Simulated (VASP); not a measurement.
**AlP: single point with LDA**

Crystal: AlP.

```
Al P
1.0
     0.00000    2.67616    2.67616
     2.67616    0.00000    2.67616
     2.67616    2.67616    0.00000
Al P
1 1
Cartesian
  0.0000 0.0000 0.0000
  1.3381 1.3381 1.3381
```

| Quantity | Value |
| --- | --- |
| Program | VASP 6.6.1 |
| Task | single point |
| Functional | LDA |
| Potentials or basis | VASP PAW LDA potentials, release 64 (Al, P) |
| Cutoff | 500 eV |
| k mesh | 6 × 6 × 6 |
| Occupations | gaussian, width 0.01 eV |
| Spin | no spin polarisation |
| Dipole correction | no |
| Further INCAR settings | ALGO = Normal; EDIFF = 1e-06; NBANDS = 11 |

```yaml
Pressure: 4.6 GPa
Band_gap_on_the_k_mesh: 1.32 eV, indirect (least direct gap 3.56 eV)
```

Levels at points of the mesh, in eV from the valence-band top:
| k point | band 1 | band 2 | band 3 | band 4 | band 5 | band 6 | band 7 | band 8 | band 9 |
| --- | --- | --- | --- | --- | --- | --- | --- | --- | --- |
| (0.00, 0.00, 0.00) | -11.86 | 0.00 | 0.00 | 0.00 | 3.63 | 4.55 | 4.55 | 4.55 | 8.88 |
| (0.50, 0.00, 0.00) | -10.01 | -5.86 | -0.80 | -0.80 | 2.89 | 4.74 | 4.74 | 8.23 | 11.69 |
| (0.50, 0.50, 0.00) | -9.27 | -5.56 | -2.25 | -2.25 | 1.32 | 2.30 | 11.39 | 11.39 | 12.29 |

It took 2.6 s on 1 thread of Intel(R) Xeon(R) 6975P-C (Granite Rapids), on a shared host, peak memory 0.13 GiB.

A k mesh can miss the band edges. A hybrid or GW would open this gap; LDA tends to underestimate it.
